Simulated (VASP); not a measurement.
A run of VASP 6.6.1 is set up as follows.

The input INCAR:

```
PREC     = Accurate       # precision mode
ENCUT    = 520            # plane-wave cutoff, eV
EDIFF    = 1E-6           # SCF threshold, eV
ISMEAR   = 1              # smearing method
SIGMA    = 0.1            # smearing width, eV
LREAL    = False          # projectors in reciprocal space
LASPH    = True           # aspherical terms in the spheres
NELM     = 60             # most SCF steps
ALGO     = Normal         # electronic algorithm
ISIF     = 2              # what is computed and relaxed
LWAVE    = False          # write WAVECAR
LCHARG   = True           # write CHGCAR
GGA      = PE             # functional
LELF     = True           # ELF
LVHAR    = True         
NBANDS   = 18             # bands
```

File KPOINTS:

```
regular mesh
0
Gamma
  8 8 5
```

POSCAR

```
Sc
1.0
    3.3363483476      0.0000000000      0.0000000000
   -1.6681741738      2.8893623633      0.0000000000
    0.0000000000      0.0000000000      5.3168829682
Sc
2
Direct
    0.3333333333      0.6666666667      0.2500000000
    0.6666666667      0.3333333333      0.7500000000
```

Potentials or basis: VASP PAW PBE potentials, release 64 (Sc_sv).

Command:

```bash
$ cat potpaw_PBE.64/Sc_sv/POTCAR > POTCAR
$ mpirun -np 1 vasp_std > vasp.out
```

Estimate the band gap on the k mesh.

zero (band 11 reaches 4.11 eV, above the bottom of band 12 at 3.01 eV).

Predict the pressure.

-1.9 GPa.

Stress tensor (GPa, compression positive):
```
-1.50  0.00  0.00
 0.00 -1.50  0.00
 0.00  0.00 -2.72
```
